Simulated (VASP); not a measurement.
# Au (I4/mmm) in VASP: a series of runs

Runs on Au. Level: r2SCAN. Tasks: single point.

All numbers are computed with VASP 6.6.1; they aren't measurements. Logs are shortened: lines on timing, memory, paths and dates and some standing lists are left out, and cuts for length are marked.

## (1) The cell of the first run

It takes space group I4/mmm (No. 139, tetragonal). Conventional cell: a = 3.193 Å, b = 3.193 Å, c = 3.112 Å, α = 90.00°, β = 90.00°, γ = 90.00°. Within 3.6 Å of Au (site symmetry 4/mmm) lie 14 Au at 2.74 to 3.19 Å.

## (2) Single point, r2SCAN (strain -0.025 along x and y, -0.050 along z)

The input, POSCAR:

```
Au
1.0
   -1.5967457828      1.5967457828      1.5558035833
    1.5967457828     -1.5967457828      1.5558035833
    1.5967457828      1.5967457828     -1.5558035833
Au
1
Direct
    0.0000000000      0.0000000000      0.0000000000
```

The input, INCAR.step1:

```
PREC = Accurate ; ENCUT = 520
ISMEAR = 0 ; SIGMA = 0.15
LREAL = F ; LASPH = T
NELM = 60 ; NBANDS = 12
GGA = PE ; ALGO = Normal
EDIFF = 1E-4 ; LWAVE = T
LCHARG = F
```

The input, INCAR.step2:

```
PREC = Accurate ; ENCUT = 520
EDIFF = 1E-6 ; ISMEAR = 0
SIGMA = 0.15 ; LREAL = F
LASPH = T ; NELM = 60
ALGO = Normal ; ISIF = 2
LWAVE = F ; LCHARG = T
METAGGA = R2SCAN ; LMIXTAU = T
LELF = T ; LVHAR = T
NBANDS = 12 ; ISTART = 1
```

The input, KPOINTS:

```
regular mesh
0
Gamma
  26 26 26
```

Potentials or basis: VASP PAW PBE potentials, release 64 (Au).

Launch:

```console
cat potpaw_PBE.64/Au/POTCAR > POTCAR
cp INCAR.step1 INCAR
mpirun -np 1 vasp_std > vasp.out
cp INCAR.step2 INCAR
mpirun -np 1 vasp_std > vasp.out
```

OUTCAR:

```text
PREC = Accurate
   ENCUT = 520
   EDIFF = 1E-6
   ISMEAR = 0
   LREAL = F
   LASPH = T
   NELM = 60
   ISIF = 2
   METAGGA = R2SCAN
   ISTART = 1

 ion  position               nearest neighbor table
   1  0.000  0.000  0.000-

  LATTYP: Found a body centered tetragonal cell.
 ALAT       =     3.1934915656
 C/A-ratio  =     0.9743589744

  Lattice vectors:

 A1 = (  -1.5967457828,   1.5967457828,   1.5558035833)
 A2 = (   1.5967457828,  -1.5967457828,   1.5558035833)
 A3 = (   1.5967457828,   1.5967457828,  -1.5558035833)

Analysis of symmetry for initial positions (statically):
=====================================================================
 Subroutine PRICEL returns:
 Original cell was already a primitive cell.

 Routine SETGRP: Setting up the symmetry group for a
 body centered tetragonal supercell.

 Subroutine GETGRP returns: Found 16 space group operations
 (whereof 16 operations were pure point group operations)
 out of a pool of 16 trial point group operations.

The static configuration has the point symmetry D_4h.

Analysis of symmetry for dynamics (positions and initial velocities):
=====================================================================
 Subroutine PRICEL returns:
 Original cell was already a primitive cell.

 Routine SETGRP: Setting up the symmetry group for a
 body centered tetragonal supercell.

 Subroutine GETGRP returns: Found 16 space group operations
 (whereof 16 operations were pure point group operations)
 out of a pool of 16 trial point group operations.

The dynamic configuration has the point symmetry D_4h.

 Subroutine INISYM returns: Found 16 space group operations
 (whereof 16 operations are pure point group operations),
 and found     1 'primitive' translations

----------------------------------------------------------------------------------------

                                     Primitive cell

  volume of cell :      15.8667

  direct lattice vectors                    reciprocal lattice vectors
    -1.596745783  1.596745783  1.555803583     0.000000000  0.313136885  0.321377329
     1.596745783 -1.596745783  1.555803583     0.313136885  0.000000000  0.321377329
     1.596745783  1.596745783 -1.555803583     0.313136885  0.313136885  0.000000000

  length of vectors
     2.742210601  2.742210601  2.742210601     0.448707138  0.448707138  0.442842429

  position of ions in fractional coordinates (direct lattice)
     0.000000000  0.000000000  0.000000000

  ion indices of the primitive-cell ions
   primitive index   ion index
                 1           1

----------------------------------------------------------------------------------------

 KPOINTS: regular mesh

Automatic generation of k-mesh.
 Grid dimensions read from file:
 generate k-points for:   26   26   26

 Generating k-lattice:

  Cartesian coordinates                     Fractional coordinates (reciprocal lattice)
     0.000000000  0.012043726  0.012360666     0.038461538  0.000000000  0.000000000
     0.012043726  0.000000000  0.012360666     0.000000000  0.038461538  0.000000000
     0.012043726  0.012043726  0.000000000     0.000000000  0.000000000  0.038461538

  Length of vectors
     0.017257967  0.017257967  0.017032401

  Shift w.r.t. Gamma in fractional coordinates (k-lattice)
     0.000000000  0.000000000  0.000000000

 Subroutine IBZKPT returns following result:
 ===========================================

 Found   1330 irreducible k-points:

 Following reciprocal coordinates:
            Coordinates               Weight
  0.000000  0.000000  0.000000      1.000000
  0.038462 -0.000000  0.000000      8.000000
  0.076923 -0.000000  0.000000      8.000000
  0.115385  0.000000  0.000000      8.000000
  0.153846 -0.000000  0.000000      8.000000
  0.192308  0.000000 -0.000000      8.000000
[... 16 lines left out ...]
  0.346154  0.038462  0.000000     16.000000
  0.384615  0.038462  0.000000     16.000000
 [... further k-points ...]
   k-points           NKPTS =   1330   k-points in BZ     NKDIM =   1330   number of bands    NBANDS=     12
   number of dos      NEDOS =    301   number of ions     NIONS =      1
   total plane-waves  NPLWV =   8000
   dimension x,y,z NGX =    20 NGY =   20 NGZ =   20
   dimension x,y,z NGXF=    40 NGYF=   40 NGZF=   40
   ions per type =               1
   NGX,Y,Z   is equivalent  to a cutoff of  12.12, 12.12, 12.12 a.u.
   NGXF,Y,Z  is equivalent  to a cutoff of  24.25, 24.25, 24.25 a.u.
 SYSTEM =  unknown system
   PREC   = accura    normal or accurate (medium, high low for compatibility)
   ISTART =      1    job   : 0-new  1-cont  2-samecut
   ICHARG =      0    charge: 1-file 2-atom 10-const
   ISPIN  =      1    spin polarized calculation?
   LNONCOLLINEAR =      F non collinear calculations
   LSORBIT =      F    spin-orbit coupling
   LASPH  =      T    aspherical Exc in radial PAW
   ENCUT  =  520.0 eV  38.22 Ry    6.18 a.u.   5.10  5.10  5.10*2*pi/ulx,y,z
[... 64 lines left out ...]
      7      27.8154      0.00000
      8      27.8154      0.00000
      9      28.3435      0.00000
     10      36.9503      0.00000
     11      36.9503      0.00000
     12      37.5904      0.00000

 k-point     2 :       0.0385   -0.0000    0.0000
  band No.  band energies     occupation
      1      -0.2673      2.00000
      2       4.8685      2.00000
      3       5.0616      2.00000
      4       5.0765      2.00000
      5       7.0858      2.00000
      6       7.3067      2.00000
      7      27.8457      0.00000
      8      27.8984      0.00000
      9      28.3523      0.00000
     10      35.9067      0.00000
     11      36.7041      0.00000
     12      36.7538      0.00000

 k-point     3 :       0.0769   -0.0000    0.0000
  band No.  band energies     occupation
      1      -0.0849      2.00000
      2       4.8467      2.00000
      3       5.0628      2.00000
      4       5.1708      2.00000
      5       7.0705      2.00000
      6       7.2593      2.00000
      7      27.9091      0.00000
      8      28.1441      0.00000
      9      28.3436      0.00000
     10      34.6607      0.00000
     11      35.3660      0.00000
     12      36.1815      0.00000

 k-point     4 :       0.1154    0.0000    0.0000
  band No.  band energies     occupation
      1       0.2106      2.00000
      2       4.7653      2.00000
      3       5.0618      2.00000
      4       5.3747      2.00000
      5       7.0283      2.00000
      6       7.2206      2.00000
      7      27.9030      0.00000
      8      28.2109      0.00000
      9      28.5432      0.00000
     10      33.5880      0.00000
     11      34.1113      0.00000
     12      35.2874      0.00000

 k-point     5 :       0.1538   -0.0000    0.0000
  band No.  band energies     occupation
      1       0.6034      2.00000
      2       4.6446      2.00000
      3       5.0601      2.00000
      4       5.6700      2.00000
      5       6.9649      2.00000
      6       7.2133      2.00000
      7      27.5062      0.00000
      8      27.9149      0.00000
      9      29.0802      0.00000
     10      32.7284      0.00000
     11      33.4011      0.00000
     12      34.1561      0.00000
[... 228 lines left out ...]
      1       2.1632      2.00000
      2       4.1225      2.00000
      3       5.4886      2.00000
      4       6.9188      2.00000
      5       7.2914      2.00000
      6       7.3706      2.00000
      7      22.3274      0.00000
      8      25.7462      0.00000
      9      29.1000      0.00000
     10      31.6504      0.00000
     11      33.1711      0.00000
     12      34.8935      0.00000

 k-point    22 :       0.3077    0.0385    0.0000
  band No.  band energies     occupation
      1       2.3591      2.00000
      2       3.9830      2.00000
      3       6.0158      2.00000
      4       7.0098      2.00000
      5       7.4303      2.00000
      6       7.8191      2.00000
      7      20.5522      0.00000
      8      25.0809      0.00000
      9      28.0278      0.00000
     10      32.4488      0.00000
     11      33.4026      0.00000
     12      35.7313      0.00000

 k-point    23 :       0.3462    0.0385    0.0000
  band No.  band energies     occupation
      1       2.4228      2.00000
      2       3.8634      2.00000
      3       6.6045      2.00000
      4       7.2217      2.00000
      5       7.5114      2.00000
      6       8.3541      2.00000
      7      18.8301      0.00000
      8      24.5113      0.00000
      9      27.0427      0.00000
     10      33.1736      0.00000
     11      33.7065      0.00000
     12      36.1085      0.00000

 k-point    24 :       0.3846    0.0385    0.0000
  band No.  band energies     occupation
      1       2.4158      2.00000
      2       3.7692      2.00000
      3       6.9005      2.00000
      4       7.4472      2.00000
      5       7.9157      2.00000
      6       8.9105      2.00000
      7      17.2246      0.00000
      8      24.0647      0.00000
      9      26.2246      0.00000
     10      33.7254      0.00000
     11      34.0788      0.00000
     12      35.8640      0.00000

 [... further k-points ...]

------------------------ aborting loop because EDIFF is reached ----------------------------------------

  FORCE on cell =-STRESS in cart. coord.  units (eV):
  Direction    XX          YY          ZZ          XY          YZ          ZX
  --------------------------------------------------------------------------------------
  -------------------------------------------------------------------------------------
  Total        2.1651917      2.1651917      2.1579350      0.0000000      0.0000000      0.0000000
  in kB      218.6354686    218.6354686    217.9027089      0.0000000      0.0000000      0.0000000
  external PRESSURE =     218.3912153 kB  Pullay stress =       0.0000000 kB

 VOLUME and BASIS-vectors are now :
 -----------------------------------------------------------------------------
  energy-cutoff  :      520.00
  volume of cell :       15.87
      direct lattice vectors                 reciprocal lattice vectors
    -1.596745783  1.596745783  1.555803583     0.000000000  0.313136885  0.321377329
     1.596745783 -1.596745783  1.555803583     0.313136885  0.000000000  0.321377329
     1.596745783  1.596745783 -1.555803583     0.313136885  0.313136885  0.000000000

 POSITION                                       TOTAL-FORCE (eV/Angst)
 -----------------------------------------------------------------------------------
      0.00000      0.00000      0.00000        -0.000000      0.000000      0.000000
 -----------------------------------------------------------------------------------
    total drift:                                0.000000     -0.000000      0.000000

  FREE ENERGIE OF THE ION-ELECTRON SYSTEM (eV)
  ---------------------------------------------------
  free  energy   TOTEN  =       -50.4695467074 eV

  energy  without entropy=      -50.4673364969  energy(sigma->0) =      -50.46844160
```

Run time: 8.4 min. Hardware: 1 thread of Intel Xeon Platinum 8488C (Sapphire Rapids), shared host; peak memory 0.34 GiB.

Results:

* Free energy: -50.4695 eV
* Pressure: 21.8 GPa

Caveat: the cell differs from its parent crystal (strain -0.025 along x and y, -0.050 along z); the PAW data sets were made with another functional, which shifts forces and pressure a little; spin-orbit coupling is left out, which moves the levels of the heavy elements.

## (3) Single point, r2SCAN (strain +0.000 along x and y, -0.025 along z)

The input, POSCAR:

```
Au
1.0
   -1.6376879824      1.6376879824      1.5967457828
    1.6376879824     -1.6376879824      1.5967457828
    1.6376879824      1.6376879824     -1.5967457828
Au
1
Direct
    0.0000000000      0.0000000000      0.0000000000
```

The input, INCAR.step1:

```
ALGO = Normal ; EDIFF = 1E-4
ENCUT = 520 ; GGA = PE
ISMEAR = 0 ; LASPH = True
LCHARG = False ; LREAL = False
LWAVE = True ; NBANDS = 12
NELM = 80 ; PREC = Accurate
SIGMA = 0.15
```

The input, INCAR.step2:

```
ALGO = Normal ; EDIFF = 1E-6
ENCUT = 520 ; ISIF = 2
ISMEAR = 0 ; ISTART = 1
LASPH = True ; LCHARG = False
LMIXTAU = True ; LREAL = False
LWAVE = False ; METAGGA = R2SCAN
NBANDS = 12 ; NELM = 80
PREC = Accurate ; SIGMA = 0.15
```

The input, KPOINTS:

```
k-points
0
Gamma
  26 26 26
```

Potentials or basis: VASP PAW PBE potentials, release 64 (Au).

Launch:

```console
cat potpaw_PBE.64/Au/POTCAR > POTCAR
cp INCAR.step1 INCAR
mpirun -np 1 vasp_std > vasp.out
cp INCAR.step2 INCAR
mpirun -np 1 vasp_std > vasp.out
```

Wall time 9.5 min (1 thread of Intel Xeon Platinum 8259CL at 2.50GHz (Skylake/Cascade Lake), shared host); peak memory 0.37 GiB.

The run converged. Its results:

```yaml
Free_energy: -50.5696 eV
Pressure: 4.7 GPa
```

Stress tensor (GPa, compression positive):
```
4.80 0.00 0.00
0.00 4.80 0.00
0.00 0.00 4.64
```

Levels at points of the mesh, in eV from the Fermi level:
```
           k point  band 3  band 4  band 5  band 6  band 7  band 8  band 9  band 10
(0.00, 0.00, 0.00)   -5.09   -5.09   -3.29   -3.09   17.23   17.23   17.72    24.88
(0.50, 0.00, 0.00)   -3.30   -2.93   -1.57   -0.43    3.72   12.95   14.26    22.44
(0.50, 0.50, 0.00)   -3.48   -3.06   -1.60   -0.58    3.49   13.32   14.88    23.25
(0.50, 0.50, 0.50)   -1.99   -1.99   -1.93    6.37    6.37    7.14   10.04    16.39
```

Caveat: the cell differs from its parent crystal (strain +0.000 along x and y, -0.025 along z); the PAW data sets were made with another functional, which shifts forces and pressure a little; spin-orbit coupling is left out, which moves the levels of the heavy elements.

## (4) Single point, r2SCAN (strain -0.025 along x and y, +0.025 along z)

The input, POSCAR:

```
Au
1.0
   -1.5967457828      1.5967457828      1.6786301820
    1.5967457828     -1.5967457828      1.6786301820
    1.5967457828      1.5967457828     -1.6786301820
Au
1
Direct
    0.0000000000      0.0000000000      0.0000000000
```

The input, INCAR.step1:

```
PREC = Accurate ; ENCUT = 520
ISMEAR = 0 ; SIGMA = 0.15
LREAL = False ; LASPH = True
NELM = 60 ; NBANDS = 12
GGA = PE ; ALGO = Normal
EDIFF = 1E-4 ; LWAVE = True
LCHARG = False
```

The input, INCAR.step2:

```
PREC = Accurate ; ENCUT = 520
EDIFF = 1E-6 ; ISMEAR = 0
SIGMA = 0.15 ; LREAL = False
LASPH = True ; NELM = 60
ALGO = Normal ; ISIF = 2
LWAVE = False ; LCHARG = True
METAGGA = R2SCAN ; LMIXTAU = True
LELF = True ; LVHAR = True
NBANDS = 12 ; ISTART = 1
```

The input, KPOINTS:

```
Automatic mesh
0
Gamma
  26 26 26
```

Launch:

```console
cat potpaw_PBE.64/Au/POTCAR > POTCAR
cp INCAR.step1 INCAR
mpirun -np 1 vasp_std > vasp.out
cp INCAR.step2 INCAR
mpirun -np 1 vasp_std > vasp.out
```

Wall time 11 min (1 thread of Intel Xeon Platinum 8259CL at 2.50GHz (Skylake/Cascade Lake), shared host); peak memory 0.37 GiB.

The run converged. Its results:

- Free energy: -50.5698 eV
- Pressure: 4.9 GPa

Stress tensor (GPa, compression positive):
```
4.76 0.00 0.00
0.00 4.76 0.00
0.00 0.00 5.07
```

Levels at points of the mesh, in eV from the Fermi level:
```
           k point  band 4  band 5  band 6  band 7  band 8  band 9
(0.00, 0.00, 0.00)   -4.93   -3.40   -3.03   16.82   17.69   17.69
(0.50, 0.00, 0.00)   -2.97   -1.62   -0.58    3.51   13.32   14.88
(0.50, 0.50, 0.00)   -2.87   -1.54   -0.29    3.93   12.60   13.69
(0.50, 0.50, 0.50)   -1.94   -1.94    5.64    7.13    7.13    9.95
```

Caveat: the cell differs from its parent crystal (strain -0.025 along x and y, +0.025 along z); the PAW data sets were made with another functional, which shifts forces and pressure a little; spin-orbit coupling is left out, which moves the levels of the heavy elements.

## (5) Single point, r2SCAN (strain +0.050 along x and y, +0.025 along z)

The input, POSCAR:

```
Au
1.0
   -1.7195723815      1.7195723815      1.6786301820
    1.7195723815     -1.7195723815      1.6786301820
    1.7195723815      1.7195723815     -1.6786301820
Au
1
Direct
    0.0000000000      0.0000000000      0.0000000000
```

INCAR.step1: that of step 4 with these lines changed.

```diff
@@ -3,3 +3,3 @@
 LREAL = False ; LASPH = True
-NELM = 60 ; NBANDS = 12
+NELM = 80 ; NBANDS = 12
 GGA = PE ; ALGO = Normal
```

The input, INCAR.step2:

```
PREC = Accurate ; ENCUT = 520
EDIFF = 1E-6 ; ISMEAR = 0
SIGMA = 0.15 ; LREAL = False
LASPH = True ; NELM = 80
ALGO = Normal ; ISIF = 2
LWAVE = False ; LCHARG = False
METAGGA = R2SCAN ; LMIXTAU = True
NBANDS = 12 ; ISTART = 1
```

The input, KPOINTS:

```
regular mesh
0
Gamma
  26 26 26
```

Launch:

```console
cat potpaw_PBE.64/Au/POTCAR > POTCAR
cp INCAR.step1 INCAR
mpirun -np 1 vasp_std > vasp.out
cp INCAR.step2 INCAR
mpirun -np 1 vasp_std > vasp.out
```

Run time: 25 min. Hardware: 1 thread of Oxide Virtual Turin-like, shared host; peak memory 0.38 GiB.

It converged, with:

* Free energy: -50.4780 eV
* Pressure: -12.5 GPa

Stress tensor (GPa, compression positive):
```
-12.47   0.00   0.00
  0.00 -12.47   0.00
  0.00   0.00 -12.67
```

Levels at points of the mesh, in eV from the Fermi level:
| k point | band 4 | band 5 | band 6 | band 7 | band 8 | band 9 |
| --- | --- | --- | --- | --- | --- | --- |
| (0.00, 0.00, 0.00) | -4.37 | -2.96 | -2.81 | 17.07 | 17.07 | 17.49 |
| (0.50, 0.00, 0.00) | -2.70 | -1.65 | 0.17 | 2.84 | 12.70 | 13.15 |
| (0.50, 0.50, 0.00) | -2.80 | -1.68 | 0.05 | 2.66 | 13.08 | 13.68 |
| (0.50, 0.50, 0.50) | -1.97 | -1.92 | 6.20 | 6.20 | 6.86 | 8.24 |

Caveat: the cell differs from its parent crystal (strain +0.050 along x and y, +0.025 along z); the PAW data sets were made with another functional, which shifts forces and pressure a little; spin-orbit coupling is left out, which moves the levels of the heavy elements.

## (6) Summary

| cell | gap on the mesh (eV) | pressure (GPa) |
| --- | --- | --- |
| a = 2.742 Å, angles 108.8, 108.8, 110.9°, 1 atom | none | 21.8 |
| a = 2.813 Å, angles 108.8, 108.8, 110.8°, 1 atom | none | 4.7 |
| a = 2.814 Å, angles 110.8, 110.8, 106.7°, 1 atom | none | 4.9 |
| a = 2.955 Å, angles 108.8, 108.8, 110.8°, 1 atom | none | -12.5 |

Alike in all rows: task single point; level r2SCAN; potentials or basis VASP PAW PBE potentials, release 64 (Au); no spin polarisation; k mesh 26 × 26 × 26; cutoff (eV) 520; smearing gaussian 0.15 eV.

Caveats: the PAW data sets were made with another functional, which shifts forces and pressure a little; spin-orbit coupling is left out, which moves the levels of the heavy elements.

Absolute energies hang on the potentials; compare differences alone.
